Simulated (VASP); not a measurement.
Mg3PN:

```
P N Mg
1.0
     4.17185   -0.01683    0.01818
    -0.01683    4.16676    0.04549
     0.03636    0.09098    8.19334
P N Mg
2 2 6
Cartesian
  0.0340 0.0055 0.0445
  0.0079 0.0469 4.0613
  2.1194 2.1013 2.0243
  2.1438 2.0686 6.1860
  2.0726 1.9770 0.0968
  2.0342 0.0423 2.0975
  0.0349 2.0656 2.0446
  2.1991 2.0698 4.0973
  2.1003 0.1136 6.1440
  0.0025 2.2421 6.2255
```

| Property | Result |
| --- | --- |
| Program | VASP 6.6.1 |
| Task | relaxation of cell and atoms |
| Functional | PBEsol |
| Potentials or basis | VASP PAW PBE potentials, release 64 (P, N, Mg) |
| Cutoff | 600 eV |
| k mesh | 4 × 4 × 2 |
| Occupations | fermi-dirac, width 0.05 eV |
| Spin | no spin polarisation |

At the start: pressure 1.3 GPa; volume 14.24 Å³/atom.

Question: Where does the relaxation end?

Answer: Over 20 steps the energy falls by 32.0 meV/atom and the volume is 14.30 Å³/atom (+0.4 %); space group P1 (No. 1, to 0.1 Å) before, Pm-3m (No. 221, to 0.1 Å).

The path:
| step | energy change (eV) | largest force (eV/Å) | pressure (GPa) | volume (Å³) |
| --- | --- | --- | --- | --- |
| 1 | 0.0000 | 1.6912 | 1.29 | 142.40 |
| 2 | -0.2489 | 0.4692 | -1.01 | 144.76 |
| 3 | -0.2521 | 0.4000 | -0.85 | 144.50 |
| 4 | -0.2850 | 0.2445 | 0.01 | 143.11 |
| 5 | -0.2900 | 0.2228 | 0.54 | 142.32 |
| 6 | -0.3032 | 0.1686 | 0.12 | 142.88 |
| 7 | -0.3054 | 0.1899 | -0.12 | 143.22 |
| 8 | -0.3114 | 0.1084 | -0.11 | 143.18 |
| 9 | -0.3130 | 0.1366 | -0.10 | 143.15 |
| 10 | -0.3173 | 0.0700 | 0.09 | 142.86 |
| 11 | -0.3182 | 0.0835 | 0.22 | 142.66 |
| 12 | -0.3197 | 0.0392 | -0.12 | 143.15 |
| 13 | -0.3198 | 0.0323 | -0.07 | 143.08 |
| 14 | -0.3200 | 0.0188 | 0.03 | 142.93 |
| 15 | -0.3200 | 0.0189 | 0.02 | 142.94 |
| 16 | -0.3201 | 0.0135 | 0.01 | 142.96 |
| 17 | -0.3201 | 0.0210 | 0.00 | 142.97 |
| 18 | -0.3202 | 0.0107 | -0.01 | 142.99 |
| 19 | -0.3202 | 0.0117 | -0.01 | 142.99 |
| 20 | -0.3202 | 0.0084 | 0.01 | 142.96 |

Final structure:
```
P N Mg
1.0
     4.15000   -0.00012    0.00005
    -0.00005    4.15032    0.00007
     0.00007    0.00029    8.30002
P N Mg
2 2 6
Cartesian
  0.0132 4.1418 0.0068
  0.0141 4.1426 4.1551
  2.0882 2.0654 2.0808
  2.0890 2.0690 6.2314
  2.0888 2.0677 0.0057
  2.0884 4.1403 2.0804
  0.0132 2.0632 2.0806
  2.0881 2.0676 4.1559
  2.0898 4.1441 6.2313
  0.0141 2.0704 6.2312
```

Caveat: the PAW data sets were made with another functional, which shifts forces and pressure a little.
